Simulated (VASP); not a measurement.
# C (Fmmm) in VASP: single point with PBE+D3(BJ)

Aim: the single point of C with PBE+D3(BJ).

Program: VASP 6.6.1. These are calculated values, not measurements. Logs are shortened: lines on timing, memory, paths and dates and some standing lists are left out, and cuts for length are marked.

## 1. The cell of the first run

Symmetry: Fmmm, No. 69, orthorhombic system. The conventional cell has a = 2.466 Å, b = 4.268 Å, c = 6.784 Å, α = 90.00°, β = 90.00°, γ = 90.00°. C (site symmetry m2m) has 3 C at 1.42 Å within 1.9 Å.

## 2. Single point, PBE+D3(BJ)

The input, INCAR:

```
  PREC = Accurate
  ENCUT = 520
  EDIFF = 1E-7
  ISMEAR = 0
  SIGMA = 0.03
  LREAL = False
  LASPH = True
  NELM = 60
  ALGO = Normal
  ISIF = 2
  LWAVE = False
  LCHARG = False
  GGA = PE
  IVDW = 12
  NBANDS = 11
```

The input, KPOINTS:

```
regular mesh
0
Gamma
  16 16 16
```

The input, POSCAR:

```
C
1.0
    0.0000000000      2.1341717713      3.3921351652
    1.2328129398      0.0000000000      3.3921351652
    1.2328129398      2.1341717713      0.0000000000
C
2
Direct
    0.1666506478      0.8333501489      0.1666496516
    0.8333493522      0.1666498511      0.8333503484
```

Potentials or basis: VASP PAW PBE potentials, release 64 (C).

On the command line:

```console
cat potpaw_PBE.64/C/POTCAR > POTCAR
mpirun -np 1 vasp_std > vasp.out
```

OUTCAR:

```text
PREC = Accurate
   ENCUT = 520
   EDIFF = 1E-7
   ISMEAR = 0
   LREAL = False
   LASPH = True
   NELM = 60
   ISIF = 2
   GGA = PE
   IVDW = 12
 IVDW          = 12

 ion  position               nearest neighbor table
   1  0.167  0.833  0.167-   2 1.42   2 1.42   2 1.42
   2  0.833  0.167  0.833-   1 1.42   1 1.42   1 1.42

  LATTYP: Found a face centered orthorhombic cell.
 ALAT       =     2.4656258796
 B/A-ratio  =     1.7311399827
 C/A-ratio  =     2.7515408508

  Lattice vectors:

 A1 = (   0.0000000000,   2.1341717713,   3.3921351652)
 A2 = (   1.2328129398,   0.0000000000,   3.3921351652)
 A3 = (   1.2328129398,   2.1341717713,   0.0000000000)

Analysis of symmetry for initial positions (statically):
=====================================================================
 Subroutine PRICEL returns:
 Original cell was already a primitive cell.

 Routine SETGRP: Setting up the symmetry group for a
 face centered orthorhombic supercell.

 Subroutine GETGRP returns: Found  8 space group operations
 (whereof  8 operations were pure point group operations)
 out of a pool of  8 trial point group operations.

The static configuration has the point symmetry D_2h.

Analysis of symmetry for dynamics (positions and initial velocities):
=====================================================================
 Subroutine PRICEL returns:
 Original cell was already a primitive cell.

 Routine SETGRP: Setting up the symmetry group for a
 face centered orthorhombic supercell.

 Subroutine GETGRP returns: Found  8 space group operations
 (whereof  8 operations were pure point group operations)
 out of a pool of  8 trial point group operations.

The dynamic configuration has the point symmetry D_2h.

 Subroutine INISYM returns: Found  8 space group operations
 (whereof  8 operations are pure point group operations),
 and found     1 'primitive' translations

----------------------------------------------------------------------------------------

                                     Primitive cell

  volume of cell :      17.8496

  direct lattice vectors                    reciprocal lattice vectors
     0.000000000  2.134171771  3.392135165    -0.405576535  0.234282923  0.147399787
     1.232812940  0.000000000  3.392135165     0.405576535 -0.234282923  0.147399787
     1.232812940  2.134171771  0.000000000     0.405576535  0.234282923 -0.147399787

  length of vectors
     4.007651448  3.609211648  2.464653504     0.491026996  0.491026996  0.491026996

  position of ions in fractional coordinates (direct lattice)
     0.166650648  0.833350149  0.166649652
     0.833349352  0.166649851  0.833350348

  ion indices of the primitive-cell ions
   primitive index   ion index
                 1           1
                 2           2

----------------------------------------------------------------------------------------

 KPOINTS: regular mesh

Automatic generation of k-mesh.
 Grid dimensions read from file:
 generate k-points for:   16   16   16

 Generating k-lattice:

  Cartesian coordinates                     Fractional coordinates (reciprocal lattice)
    -0.025348533  0.014642683  0.009212487     0.062500000 -0.000000000 -0.000000000
     0.025348533 -0.014642683  0.009212487     0.000000000  0.062500000  0.000000000
     0.025348533  0.014642683 -0.009212487     0.000000000  0.000000000  0.062500000

  Length of vectors
     0.030689187  0.030689187  0.030689187

  Shift w.r.t. Gamma in fractional coordinates (k-lattice)
     0.000000000  0.000000000  0.000000000

 Subroutine IBZKPT returns following result:
 ===========================================

 Found    621 irreducible k-points:

 Following reciprocal coordinates:
            Coordinates               Weight
  0.000000  0.000000  0.000000      1.000000
  0.062500  0.000000  0.000000      8.000000
  0.125000  0.000000  0.000000      8.000000
  0.187500  0.000000  0.000000      8.000000
  0.250000  0.000000  0.000000      8.000000
  0.312500  0.000000  0.000000      8.000000
[... 16 lines left out ...]
 -0.125000  0.062500  0.000000      8.000000
 -0.062500  0.062500  0.000000      4.000000
 [... further k-points ...]
   k-points           NKPTS =    621   k-points in BZ     NKDIM =    621   number of bands    NBANDS=     11
   number of dos      NEDOS =    301   number of ions     NIONS =      2
   total plane-waves  NPLWV =  15120
   dimension x,y,z NGX =    30 NGY =   28 NGZ =   18
   dimension x,y,z NGXF=    60 NGYF=   56 NGZF=   36
   ions per type =               2
   NGX,Y,Z   is equivalent  to a cutoff of  12.44, 12.90, 12.14 a.u.
   NGXF,Y,Z  is equivalent  to a cutoff of  24.89, 25.79, 24.28 a.u.
 SYSTEM =  unknown system
   PREC   = accura    normal or accurate (medium, high low for compatibility)
   ISTART =      0    job   : 0-new  1-cont  2-samecut
   ICHARG =      2    charge: 1-file 2-atom 10-const
   ISPIN  =      1    spin polarized calculation?
   LNONCOLLINEAR =      F non collinear calculations
   LSORBIT =      F    spin-orbit coupling
   LASPH  =      T    aspherical Exc in radial PAW
   ENCUT  =  520.0 eV  38.22 Ry    6.18 a.u.   7.45  6.71  4.58*2*pi/ulx,y,z
   NELM   =     60;   NELMIN=  2; NELMDL= -5     # of ELM steps
   EDIFF  = 0.1E-06   stopping-criterion for ELM
   LREAL  =      F    real-space projection
   EDIFFG = 0.1E-05   stopping-criterion for IOM
   NSW    =      0    number of steps for IOM
   IBRION =     -1    ionic relax: 0-MD 1-quasi-New 2-CG
   NFREE  =      0    steps in history (QN), initial steepest desc. (CG)
   ISIF   =      2    stress and relaxation
   ISYM   =      2    0-nonsym 1-usesym 2-fastsym
   POTIM  = 0.5000    time-step for ionic-motion
   TEBEG  =    0.0;   TEEND  =   0.0 temperature during run
   PSTRESS=    0.0 pullay stress
   NELECT =       8.0000    total number of electrons
   NUPDOWN=      -1.0000    fix difference up-down
   EMIN   =  10.00;   EMAX   =-10.00  energy-range for DOS
   EFERMI =   0.00;   METHOD = LEGACY
   ISMEAR =     0;   SIGMA  =   0.03  broadening in eV -4-tet -1-fermi 0-gaus
   EFERMI_NEDOS =   21; number of points for ismear=-14 and -15
   IALGO  =     38    algorithm
   IMIX   =      4    mixing-type and parameters
     AMIX     =   0.40;   BMIX     =  1.00
     AMIX_MAG =   1.60;   BMIX_MAG =  1.00
  volume/ion in A,a.u.               =       8.92        60.23
  Fermi-wavevector in a.u.,A,eV,Ry     =   1.252838  2.367521 21.355747  1.569603
  Thomas-Fermi vector in A             =   2.386719
   LORBIT       =      0    0 simple, 1 ext, 2 COOP (PROOUT), +10 PAW based schemes
   GGA     = PE    functional components
   LHFCALC =     F    Hartree Fock is set to
   AEXX    =    0.0000 exact exchange contribution
   IVDW    =    12    specifies the selected vdW correction
   LEPSILON=     F    determine dielectric tensor
   LRPA    =     F    only Hartree local field effects (RPA)
 non-spin polarized calculation
 Gauss-broadening in eV      SIGMA  =   0.03
  energy-cutoff  :      520.00
  volume of cell :       17.85
 maximum number of plane-waves:       499
 NGX is ok and might be reduce to    30
   NGX = 15   NGY = 13   NGZ =  9

 number of electron       8.0000001 magnetization

 Free energy of the ion-electron system (eV)
  ---------------------------------------------------
  ext. energy  EPLUGINS =         0.00000000
  ---------------------------------------------------
  free energy    TOTEN  =       -18.42405776 eV

  energy without entropy =      -18.42405776  energy(sigma->0) =      -18.42405776

 E-fermi :   4.5068     XC(G=0): -10.2449

 val. band max:        4.3632233841   @ k =   0.4375  -0.1875   0.3125
 cond. band min:       4.6260571697   @ k =   0.0000   0.3125   0.3125
 fundamental gap:      0.2628337856
 Fermi energy:         4.5068091776

 k-point     1 :       0.0000    0.0000    0.0000
  band No.  band energies     occupation
      1     -15.0570      2.00000
      2      -2.0239      2.00000
      3       1.5679      2.00000
      4       1.5920      2.00000
      5       8.7816      0.00000
      6      12.9227      0.00000
      7      12.9691      0.00000
      8      15.9811      0.00000
      9      17.1953      0.00000
     10      27.2164      0.00000
     11      29.8845      0.00000

 k-point     2 :       0.0625    0.0000    0.0000
  band No.  band energies     occupation
      1     -14.9613      2.00000
      2      -1.9399      2.00000
      3       1.2134      2.00000
      4       1.3783      2.00000
      5       8.9411      0.00000
      6      13.0049      0.00000
      7      13.3334      0.00000
      8      15.6396      0.00000
      9      17.3698      0.00000
     10      27.5239      0.00000
     11      29.0558      0.00000

 k-point     3 :       0.1250    0.0000    0.0000
  band No.  band energies     occupation
      1     -14.6751      2.00000
      2      -1.6871      2.00000
      3       0.2119      2.00000
      4       0.8712      2.00000
      5       9.4162      0.00000
      6      13.0391      0.00000
      7      14.4342      0.00000
      8      14.6884      0.00000
      9      17.9363      0.00000
     10      27.0916      0.00000
     11      28.3796      0.00000

 k-point     4 :       0.1875    0.0000    0.0000
  band No.  band energies     occupation
      1     -14.2009      2.00000
      2      -1.2643      2.00000
      3      -1.1888      2.00000
      4       0.2196      2.00000
      5      10.1920      0.00000
      6      12.9308      0.00000
      7      13.2890      0.00000
      8      16.0610      0.00000
      9      18.8846      0.00000
     10      25.1822      0.00000
     11      29.0893      0.00000

 k-point     5 :       0.2500    0.0000    0.0000
  band No.  band energies     occupation
      1     -13.5430      2.00000
      2      -2.7865      2.00000
      3      -0.6724      2.00000
      4      -0.4363      2.00000
      5      11.1640      0.00000
      6      11.7069      0.00000
      7      12.7265      0.00000
      8      18.0214      0.00000
      9      20.0361      0.00000
     10      23.6111      0.00000
     11      28.1676      0.00000
[... 211 lines left out ...]
 k-point    21 :      -0.2500    0.0625    0.0000
  band No.  band energies     occupation
      1     -12.7398      2.00000
      2      -4.4281      2.00000
      3      -1.0077      2.00000
      4       0.3294      2.00000
      5       9.7618      0.00000
      6      11.9006      0.00000
      7      12.5480      0.00000
      8      20.1444      0.00000
      9      21.2015      0.00000
     10      22.3186      0.00000
     11      27.3466      0.00000

 k-point    22 :      -0.1875    0.0625    0.0000
  band No.  band energies     occupation
      1     -13.5689      2.00000
      2      -2.7763      2.00000
      3      -0.4549      2.00000
      4      -0.4356      2.00000
      5      10.7439      0.00000
      6      11.5729      0.00000
      7      12.7160      0.00000
      8      18.0215      0.00000
      9      20.1264      0.00000
     10      23.4399      0.00000
     11      28.2255      0.00000

 k-point    23 :      -0.1250    0.0625    0.0000
  band No.  band energies     occupation
      1     -14.2194      2.00000
      2      -1.1838      2.00000
      3      -1.1036      2.00000
      4       0.2196      2.00000
      5       9.8441      0.00000
      6      12.9317      0.00000
      7      13.2525      0.00000
      8      16.0605      0.00000
      9      18.9132      0.00000
     10      25.1029      0.00000
     11      29.2531      0.00000

 k-point    24 :      -0.0625    0.0625    0.0000
  band No.  band energies     occupation
      1     -14.6849      2.00000
      2      -1.6018      2.00000
      3       0.2137      2.00000
      4       0.8712      2.00000
      5       9.2338      0.00000
      6      13.0404      0.00000
      7      14.4364      0.00000
      8      14.6746      0.00000
      9      17.9444      0.00000
     10      27.0943      0.00000
     11      28.3747      0.00000

 [... further k-points ...]

------------------------ aborting loop because EDIFF is reached ----------------------------------------

 Edisp (eV)   -0.30857

 E8    (eV) :    -0.0873

  FORCE on cell =-STRESS in cart. coord.  units (eV):
  Direction    XX          YY          ZZ          XY          YZ          ZX
  --------------------------------------------------------------------------------------
  -------------------------------------------------------------------------------------
  Total       0.07996     0.05959     0.01134     0.00000     0.00000     0.00000
  in kB       7.17692     5.34900     1.01826     0.00000     0.00000     0.00000
  external pressure =        4.51 kB  Pullay stress =        0.00 kB

 VOLUME and BASIS-vectors are now :
 -----------------------------------------------------------------------------
  energy-cutoff  :      520.00
  volume of cell :       17.85
      direct lattice vectors                 reciprocal lattice vectors
     0.000000000  2.134171771  3.392135165    -0.405576535  0.234282923  0.147399787
     1.232812940  0.000000000  3.392135165     0.405576535 -0.234282923  0.147399787
     1.232812940  2.134171771  0.000000000     0.405576535  0.234282923 -0.147399787

 POSITION                                       TOTAL-FORCE (eV/Angst)
 -----------------------------------------------------------------------------------
      1.23281      0.71132      3.39214        -0.000000     -0.000023     -0.000000
      1.23281      3.55702      3.39213         0.000000      0.000023      0.000000
 -----------------------------------------------------------------------------------
    total drift:                                0.000000      0.000000      0.000000

  FREE ENERGIE OF THE ION-ELECTRON SYSTEM (eV)
  ---------------------------------------------------
  free  energy   TOTEN  =       -18.7326303088 eV

  energy  without entropy=      -18.7326303088  energy(sigma->0) =      -18.73263031
```

Run time: 2.4 min. Hardware: 1 thread of Intel Xeon Platinum 8259CL at 2.50GHz (Skylake/Cascade Lake), shared host; peak memory 0.22 GiB.

Results:

```
Free energy                : -18.7326 eV
Pressure                   : 0.5 GPa
Dispersion energy per atom : -0.154 eV
```

Stress tensor (GPa, compression positive):
```
0.72 0.00 0.00
0.00 0.53 0.00
0.00 0.00 0.10
```
